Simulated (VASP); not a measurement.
A run of VASP 6.6.1 is set up as follows.

File INCAR:

```
ALGO = Normal ; EDIFF = 1E-6
ENCUT = 520 ; GGA = PS
ISIF = 2 ; ISMEAR = 0
LASPH = True ; LCHARG = False
LREAL = False ; LWAVE = False
NBANDS = 16 ; NELM = 80
PREC = Accurate ; SIGMA = 0.01
```

Contents of KPOINTS:

```
k-points
0
Gamma
  8 8 8
```

POSCAR

```
GaAs
1.0
    2.7262403667      2.7262403667      0.0000000000
   -2.7262403667      2.7262403667      0.0000000000
    0.0000000000      2.7262403667      2.7262403667
Ga As
1 1
Direct
    0.0000000000      0.0000000000      0.0000000000
    0.7500000000      0.2500000000      0.5000000000
```

Potentials or basis: VASP PAW PBE potentials, release 64 (Ga_d, As).

Run with:

```bash
$ cat potpaw_PBE.64/Ga_d/POTCAR potpaw_PBE.64/As/POTCAR > POTCAR
$ mpirun -np 1 vasp_std > vasp.out
```

Q: What does it give for the band gap on the k mesh?

A: 1.12 eV (least direct gap 1.30 eV).

Q: Estimate the pressure.

A: 10.3 GPa.

Caveat: the cell stands under pressure; the PAW data sets were made with another functional, which shifts forces and pressure a little. A k mesh can miss the band edges.
